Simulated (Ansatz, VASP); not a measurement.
Two plane-wave programs on Ru3C

INCAR

```
SYSTEM = Ru3C
ALGO = Normal
EDIFF = 1E-6
EDIFFG = -0.04
ENCUT = 600
GGA = PE
IBRION = 2
ISIF = 3
ISMEAR = 0
LASPH = .TRUE.
LCHARG = .FALSE.
LREAL = .FALSE.
LWAVE = .FALSE.
NELM = 80
NSW = 90
PREC = Accurate
SIGMA = 0.1
```

KPOINTS

```
k-points
0
G
  3 3 6
  0 0 0
```

POSCAR

```
Ru3C
1.0
    6.7067348495      0.0000000000      0.0000000000
   -3.3533674247      5.8082027561      0.0000000000
    0.0000000000      0.0000000000      2.6709792697
Ru C
6 2
Direct
    0.8070740617      0.6141481235      0.2500000000
    0.1929259383      0.8070740617      0.7500000000
    0.3858518765      0.1929259383      0.2500000000
    0.1929259383      0.3858518765      0.7500000000
    0.8070740617      0.1929259383      0.2500000000
    0.6141481235      0.8070740617      0.7500000000
    0.3333333333      0.6666666667      0.2500000000
    0.6666666667      0.3333333333      0.7500000000
```

Input for Ansatz:

```yaml
crystal:
  lattice:
    - [6.7067348495, 0.0, 0.0]
    - [-3.3533674247, 5.8082027561, 0.0]
    - [0.0, 0.0, 2.6709792697]
  atoms:
    - { symbol: Ru, position: [0.8070740617, 0.6141481235, 0.25] }
    - { symbol: Ru, position: [0.1929259383, 0.8070740617, 0.75] }
    - { symbol: Ru, position: [0.3858518765, 0.1929259383, 0.25] }
    - { symbol: Ru, position: [0.1929259383, 0.3858518765, 0.75] }
    - { symbol: Ru, position: [0.8070740617, 0.1929259383, 0.25] }
    - { symbol: Ru, position: [0.6141481235, 0.8070740617, 0.75] }
    - { symbol: C, position: [0.3333333333, 0.6666666667, 0.25] }
    - { symbol: C, position: [0.6666666667, 0.3333333333, 0.75] }
basis:
  ecutwfc: 420
kpoints:
  mp_grid: { grid: [3, 3, 6] }
hamiltonian:
  xc: pbe
scf:
  occupations: { method: gaussian, width: 0.1 }
  lower_state_search: "off"
output:
  forces: true
  stress: true
  eigenvalues: true
relax:
  adjacent_minimum: "off"
  f_tol: 0.04
  max_steps: 70
  cell: { stress_tol: 0.4 }
```

Alike in both runs: task relaxation of cell and atoms; functional PBE; k mesh 3 × 3 × 6; occupations gaussian, width 0.1 eV; no spin polarisation.

|  | VASP | Ansatz |
| --- | --- | --- |
| version | VASP 6.6.1 | Ansatz 0.2.0 |
| potentials or method | VASP PAW PBE potentials, release 64 (Ru_pv, C), cutoff 600 eV | scalar-relativistic, plane waves, PAW |
| valence electrons in the cell | 92 | 104 |

```csv
,VASP,Ansatz,Ansatz less VASP
"gap on the k mesh at the Fermi level, each at its own relaxed structure (eV)",none,none,-
relaxed volume (Å³/atom),12.99,12.99,+0.004
relaxed length of the cell vector where the two differ most in proportion (Å),6.692,6.694,+0.0017
```

A gap of «none» marks a metal or a gap that the smearing closes. VASP's potentials hold 92 valence electrons a cell and Ansatz's 104, so a difference there can come from the potentials and not from the codes.

The k mesh is coarse, so the values compare programs but aren't converged.
